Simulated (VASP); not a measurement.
# SnTe (Fm-3m) in VASP: further runs

SnTe is run at these levels: PBE, LDA; tasks: single point.

Everything below comes from runs of VASP 6.6.1. Logs are shortened: lines on timing, memory, paths and dates and some standing lists are left out, and cuts for length are marked.

## (1) The cell of the first run

The structure is cubic, space group Fm-3m (No. 225). Conventional cell: a = 6.302 Å, b = 6.302 Å, c = 6.302 Å, α = 90.00°, β = 90.00°, γ = 90.00°. Within 4.1 Å of Te (site symmetry m-3m) lie 6 Sn at 3.15 Å. Within 4.1 Å of Sn (site symmetry m-3m) lie 6 Te at 3.15 Å.

## (2) Single point, PBE

File INCAR:

```
SYSTEM = SnTe
PREC = Accurate
ENCUT = 520
EDIFF = 1E-7
ISMEAR = -1
SIGMA = 0.05
LREAL = .False.
LASPH = .True.
NELM = 100
ALGO = Normal
ISIF = 2
LWAVE = .False.
LCHARG = .True.
GGA = PE
LELF = .True.
LVHAR = .True.
NBANDS = 17
```

File KPOINTS:

```
Automatic mesh
0
Gamma
  4 4 4
  0 0 0
```

File POSCAR:

```
SnTe
1.0
    0.0000000000      3.1508500000      3.1508500000
    3.1508500000      0.0000000000      3.1508500000
    3.1508500000      3.1508500000      0.0000000000
Te Sn
1 1
Direct
    0.5000000000      0.5000000000      0.5000000000
    0.0000000000      0.0000000000      0.0000000000
```

Potentials or basis: VASP PAW PBE potentials, release 64 (Te, Sn_d).

The run is started by

```
cat potpaw_PBE.64/Te/POTCAR potpaw_PBE.64/Sn_d/POTCAR > POTCAR
mpirun -np 1 vasp_std > vasp.out
```

OUTCAR:

```text
SYSTEM = SnTe
   PREC = Accurate
   ENCUT = 520
   EDIFF = 1E-7
   ISMEAR = -1
   LREAL = .False.
   LASPH = .True.
   NELM = 100
   ISIF = 2
   GGA = PE

 ion  position               nearest neighbor table
   1  0.500  0.500  0.500-   2 3.15   2 3.15   2 3.15   2 3.15   2 3.15   2 3.15
   2  0.000  0.000  0.000-   1 3.15   1 3.15   1 3.15   1 3.15   1 3.15   1 3.15

  LATTYP: Found a face centered cubic cell.
 ALAT       =     6.3017000000

  Lattice vectors:

 A1 = (   0.0000000000,   3.1508500000,   3.1508500000)
 A2 = (   3.1508500000,   0.0000000000,   3.1508500000)
 A3 = (   3.1508500000,   3.1508500000,   0.0000000000)

Analysis of symmetry for initial positions (statically):
[... 33 lines left out ...]
                                     Primitive cell

  volume of cell :      62.5624

  direct lattice vectors                    reciprocal lattice vectors
     0.000000000  3.150850000  3.150850000    -0.158687338  0.158687338  0.158687338
     3.150850000  0.000000000  3.150850000     0.158687338 -0.158687338  0.158687338
     3.150850000  3.150850000  0.000000000     0.158687338  0.158687338 -0.158687338

  length of vectors
     4.455974803  4.455974803  4.455974803     0.274854533  0.274854533  0.274854533

  position of ions in fractional coordinates (direct lattice)
     0.500000000  0.500000000  0.500000000
     0.000000000  0.000000000  0.000000000

  ion indices of the primitive-cell ions
   primitive index   ion index
                 1           1
                 2           2

----------------------------------------------------------------------------------------

 KPOINTS: Automatic mesh

Automatic generation of k-mesh.
 Grid dimensions read from file:
 generate k-points for:    4    4    4

 Generating k-lattice:

  Cartesian coordinates                     Fractional coordinates (reciprocal lattice)
    -0.039671835  0.039671835  0.039671835     0.250000000  0.000000000  0.000000000
     0.039671835 -0.039671835  0.039671835     0.000000000  0.250000000  0.000000000
     0.039671835  0.039671835 -0.039671835     0.000000000  0.000000000  0.250000000

  Length of vectors
     0.068713633  0.068713633  0.068713633

  Shift w.r.t. Gamma in fractional coordinates (k-lattice)
     0.000000000  0.000000000  0.000000000

 Subroutine IBZKPT returns following result:
 ===========================================

 Found      8 irreducible k-points:

 Following reciprocal coordinates:
            Coordinates               Weight
  0.000000  0.000000  0.000000      1.000000
  0.250000  0.000000  0.000000      8.000000
  0.500000  0.000000  0.000000      4.000000
  0.250000  0.250000  0.000000      6.000000
  0.500000  0.250000  0.000000     24.000000
 -0.250000  0.250000  0.000000     12.000000
  0.500000  0.500000  0.000000      3.000000
 -0.250000  0.500000  0.250000      6.000000
   k-points           NKPTS =      8   k-points in BZ     NKDIM =      8   number of bands    NBANDS=     17
   number of dos      NEDOS =    301   number of ions     NIONS =      2
   total plane-waves  NPLWV =  46656
   dimension x,y,z NGX =    36 NGY =   36 NGZ =   36
   dimension x,y,z NGXF=    72 NGYF=   72 NGZF=   72
   ions per type =               1   1
   NGX,Y,Z   is equivalent  to a cutoff of  13.43, 13.43, 13.43 a.u.
   NGXF,Y,Z  is equivalent  to a cutoff of  26.86, 26.86, 26.86 a.u.
 SYSTEM =  SnTe
   PREC   = accura    normal or accurate (medium, high low for compatibility)
   ISTART =      0    job   : 0-new  1-cont  2-samecut
   ICHARG =      2    charge: 1-file 2-atom 10-const
   ISPIN  =      1    spin polarized calculation?
   LNONCOLLINEAR =      F non collinear calculations
   LSORBIT =      F    spin-orbit coupling
   LASPH  =      T    aspherical Exc in radial PAW
   ENCUT  =  520.0 eV  38.22 Ry    6.18 a.u.   8.29  8.29  8.29*2*pi/ulx,y,z
   NELM   =    100;   NELMIN=  2; NELMDL= -5     # of ELM steps
   EDIFF  = 0.1E-06   stopping-criterion for ELM
   LREAL  =      F    real-space projection
   EDIFFG = 0.1E-05   stopping-criterion for IOM
   NSW    =      0    number of steps for IOM
   IBRION =     -1    ionic relax: 0-MD 1-quasi-New 2-CG
   NFREE  =      0    steps in history (QN), initial steepest desc. (CG)
   ISIF   =      2    stress and relaxation
   ISYM   =      2    0-nonsym 1-usesym 2-fastsym
   POTIM  = 0.5000    time-step for ionic-motion
   TEBEG  =    0.0;   TEEND  =   0.0 temperature during run
   PSTRESS=    0.0 pullay stress
   NELECT =      20.0000    total number of electrons
   NUPDOWN=      -1.0000    fix difference up-down
   EMIN   =  10.00;   EMAX   =-10.00  energy-range for DOS
   EFERMI =   0.00;   METHOD = LEGACY
   ISMEAR =    -1;   SIGMA  =   0.05  broadening in eV -4-tet -1-fermi 0-gaus
   EFERMI_NEDOS =   21; number of points for ismear=-14 and -15
   IALGO  =     38    algorithm
   IMIX   =      4    mixing-type and parameters
     AMIX     =   0.40;   BMIX     =  1.00
     AMIX_MAG =   1.60;   BMIX_MAG =  1.00
  volume/ion in A,a.u.               =      31.28       211.10
  Fermi-wavevector in a.u.,A,eV,Ry     =   1.119387  2.115336 17.048485  1.253028
  Thomas-Fermi vector in A             =   2.256026
   LORBIT       =      0    0 simple, 1 ext, 2 COOP (PROOUT), +10 PAW based schemes
   GGA     = PE    functional components
   LHFCALC =     F    Hartree Fock is set to
   AEXX    =    0.0000 exact exchange contribution
   IVDW    =     0    specifies the selected vdW correction
   LEPSILON=     F    determine dielectric tensor
   LRPA    =     F    only Hartree local field effects (RPA)
 non-spin polarized calculation
  energy-cutoff  :      520.00
  volume of cell :       62.56
 maximum number of plane-waves:      1708
 NGX is ok and might be reduce to    36
   NGX = 17   NGY = 17   NGZ = 17

 number of electron      19.9999998 magnetization

 Free energy of the ion-electron system (eV)
  ---------------------------------------------------
  ext. energy  EPLUGINS =         0.00000000
  ---------------------------------------------------
  free energy    TOTEN  =        -7.54646226 eV

  energy without entropy =       -7.53890704  energy(sigma->0) =       -7.54268465

 E-fermi :   6.9950     XC(G=0):  -9.5131

 val. band max:        6.9476890689   @ k =   0.5000   0.0000   0.0000
 cond. band min:       7.0432857493   @ k =   0.5000   0.0000   0.0000
 fundamental gap:      0.0955966804
 Fermi energy:         6.9950192422

 k-point     1 :       0.0000    0.0000    0.0000
  band No.  band energies     occupation
      1     -14.9916      2.00000
      2     -14.9916      2.00000
      3     -14.9843      2.00000
      4     -14.9843      2.00000
      5     -14.9843      2.00000
      6      -5.8715      2.00000
      7       2.2536      2.00000
      8       4.7918      2.00000
      9       4.7918      2.00000
     10       4.7918      2.00000
     11      10.2902      0.00000
     12      10.2902      0.00000
     13      10.2902      0.00000
     14      11.6944      0.00000
     15      11.6944      0.00000
     16      11.6944      0.00000
     17      13.7565      0.00000

 k-point     2 :       0.2500    0.0000    0.0000
  band No.  band energies     occupation
      1     -14.9940      2.00000
      2     -14.9940      2.00000
      3     -14.9835      2.00000
      4     -14.9811      2.00000
      5     -14.9811      2.00000
      6      -5.3704      2.00000
      7       0.2643      2.00000
      8       4.8980      2.00000
      9       4.8980      2.00000
     10       5.9863      2.00000
     11       8.5113      0.00000
     12       8.5113      0.00000
     13       8.5781      0.00000
     14      12.0618      0.00000
     15      12.9042      0.00000
     16      12.9042      0.00000
     17      16.7422      0.00000

 k-point     3 :       0.5000    0.0000    0.0000
  band No.  band energies     occupation
      1     -14.9967      2.00000
      2     -14.9967      2.00000
      3     -14.9828      2.00000
      4     -14.9775      2.00000
      5     -14.9775      2.00000
      6      -4.5933      2.00000
      7      -1.3982      2.00000
      8       5.1277      2.00000
      9       5.1277      2.00000
     10       6.9477      1.44086
     11       7.0433      0.55162
     12       7.3088      0.00376
     13       7.3088      0.00376
     14      14.7085      0.00000
     15      15.7026      0.00000
     16      15.7857      0.00000
     17      15.7857      0.00000

 k-point     4 :       0.2500    0.2500    0.0000
  band No.  band energies     occupation
      1     -14.9996      2.00000
      2     -14.9893      2.00000
      3     -14.9863      2.00000
      4     -14.9791      2.00000
      5     -14.9791      2.00000
      6      -5.2130      2.00000
      7       0.5837      2.00000
      8       3.8803      2.00000
      9       3.8803      2.00000
     10       4.9023      2.00000
     11       8.9723      0.00000
     12       9.9350      0.00000
     13      10.8126      0.00000
     14      10.8126      0.00000
     15      14.5040      0.00000
     16      14.5356      0.00000
     17      14.5356      0.00000

 k-point     5 :       0.5000    0.2500    0.0000
  band No.  band energies     occupation
      1     -15.0024      2.00000
      2     -14.9915      2.00000
      3     -14.9841      2.00000
      4     -14.9773      2.00000
      5     -14.9758      2.00000
      6      -4.4653      2.00000
      7      -0.6817      2.00000
      8       2.8071      2.00000
      9       3.8677      2.00000
     10       4.4744      2.00000
     11       9.5787      0.00000
     12       9.5824      0.00000
     13      11.0270      0.00000
     14      11.1807      0.00000
     15      15.4868      0.00000
     16      16.1012      0.00000
     17      17.0107      0.00000

 k-point     6 :      -0.2500    0.2500    0.0000
  band No.  band energies     occupation
      1     -14.9970      2.00000
      2     -14.9953      2.00000
      3     -14.9813      2.00000
      4     -14.9792      2.00000
      5     -14.9788      2.00000
      6      -4.7094      2.00000
      7      -0.6366      2.00000
      8       2.8407      2.00000
      9       4.9295      2.00000
     10       5.9320      2.00000
     11       7.8638      0.00000
     12       8.1119      0.00000
     13      11.0708      0.00000
     14      12.8941      0.00000
     15      13.3228      0.00000
     16      14.8447      0.00000
     17      15.8502      0.00000

 k-point     7 :       0.5000    0.5000    0.0000
  band No.  band energies     occupation
      1     -15.0090      2.00000
      2     -14.9882      2.00000
      3     -14.9869      2.00000
      4     -14.9735      2.00000
      5     -14.9735      2.00000
      6      -4.2924      2.00000
      7       0.4674      2.00000
      8       1.3603      2.00000
      9       3.1940      2.00000
     10       3.1940      2.00000
     11       9.1116      0.00000
     12      11.8638      0.00000
     13      11.8638      0.00000
     14      13.3214      0.00000
     15      15.9373      0.00000
     16      17.5087      0.00000
     17      18.0526      0.00000

 k-point     8 :      -0.2500    0.5000    0.2500
  band No.  band energies     occupation
      1     -15.0035      2.00000
      2     -14.9917      2.00000
      3     -14.9810      2.00000
      4     -14.9810      2.00000
      5     -14.9736      2.00000
      6      -4.2036      2.00000
      7      -0.4335      2.00000
      8       2.1089      2.00000
      9       2.1089      2.00000
     10       6.1132      2.00000
     11       7.7881      0.00000
     12      11.5513      0.00000
     13      11.5513      0.00000
     14      13.0068      0.00000
     15      13.0068      0.00000
     16      17.3137      0.00000
     17      17.8490      0.00000

------------------------ aborting loop because EDIFF is reached ----------------------------------------

  FORCE on cell =-STRESS in cart. coord.  units (eV):
  Direction    XX          YY          ZZ          XY          YZ          ZX
  --------------------------------------------------------------------------------------
  -------------------------------------------------------------------------------------
  Total        0.6958001      0.6958001      0.6958001      0.0000000     -0.0000000     -0.0000000
  in kB       17.8189416     17.8189416     17.8189416      0.0000000     -0.0000000     -0.0000000
  external PRESSURE =      17.8189416 kB  Pullay stress =       0.0000000 kB

 VOLUME and BASIS-vectors are now :
 -----------------------------------------------------------------------------
  energy-cutoff  :      520.00
  volume of cell :       62.56
      direct lattice vectors                 reciprocal lattice vectors
     0.000000000  3.150850000  3.150850000    -0.158687338  0.158687338  0.158687338
     3.150850000  0.000000000  3.150850000     0.158687338 -0.158687338  0.158687338
     3.150850000  3.150850000  0.000000000     0.158687338  0.158687338 -0.158687338

 POSITION                                       TOTAL-FORCE (eV/Angst)
 -----------------------------------------------------------------------------------
      3.15085      3.15085      3.15085        -0.000000      0.000000      0.000000
      0.00000      0.00000      0.00000         0.000000     -0.000000     -0.000000
 -----------------------------------------------------------------------------------
    total drift:                               -0.000000      0.000000      0.000000

  FREE ENERGIE OF THE ION-ELECTRON SYSTEM (eV)
  ---------------------------------------------------
  free  energy   TOTEN  =        -7.5464622623 eV

  energy  without entropy=       -7.5389070400  energy(sigma->0) =       -7.54268465
```

Wall time 7.5 s (1 thread of Intel Xeon 6975P-C (Granite Rapids), shared host); peak memory 0.19 GiB.

What came out:

* Free energy: -7.5465 eV
* Pressure: 1.8 GPa
* Band gap on the k mesh: 0.10 eV, direct

Caveat: the k points lie up to 0.43 Å⁻¹ apart; spin-orbit coupling is left out, which moves the levels of the heavy elements. A k mesh can miss the band edges.

## (3) Single point, LDA

This run uses another cell than the first one, of 30.27 Å³/atom, 0.968 times its volume.

File INCAR:

```
SYSTEM = SnTe
  PREC = Accurate
  ENCUT = 520
  EDIFF = 1E-6
  ISMEAR = -1
  SIGMA = 0.05
  LREAL = .FALSE.
  LASPH = .TRUE.
  NELM = 60
  ALGO = Normal
  ISIF = 2
  LWAVE = .FALSE.
  LCHARG = .FALSE.
  NBANDS = 17
```

File KPOINTS:

```
regular mesh
0
G
  7 7 7
  0 0 0
```

File POSCAR:

```
SnTe
1.0
    0.0000000000      3.1164927154      3.1164927154
    3.1164927154      0.0000000000      3.1164927154
    3.1164927154      3.1164927154      0.0000000000
Te Sn
1 1
Direct
    0.5000000000      0.5000000000      0.5000000000
    0.0000000000      0.0000000000      0.0000000000
```

Potentials or basis: VASP PAW LDA potentials, release 64 (Te, Sn_d).

The run is started by

```
cat potpaw_LDA.64/Te/POTCAR potpaw_LDA.64/Sn_d/POTCAR > POTCAR
mpirun -np 1 vasp_std > vasp.out
```

Run time: 10 s. Hardware: 1 thread of Intel Xeon 6975P-C (Granite Rapids), shared host; peak memory 0.17 GiB.

It converged, with:

* Free energy: -8.8389 eV
* Pressure: 0.0 GPa

Levels at points of the mesh, in eV from the Fermi level:
| k point | band 7 | band 8 | band 9 | band 10 | band 11 | band 12 | band 13 | band 14 |
| --- | --- | --- | --- | --- | --- | --- | --- | --- |
| (0.00, 0.00, 0.00) | -4.70 | -2.25 | -2.25 | -2.25 | 3.32 | 3.32 | 3.32 | 4.68 |

Caveat: this odd mesh misses L, where the gap lies, so gap, dielectric constants and Born charges aren't listed; spin-orbit coupling is left out, which moves the levels of the heavy elements.
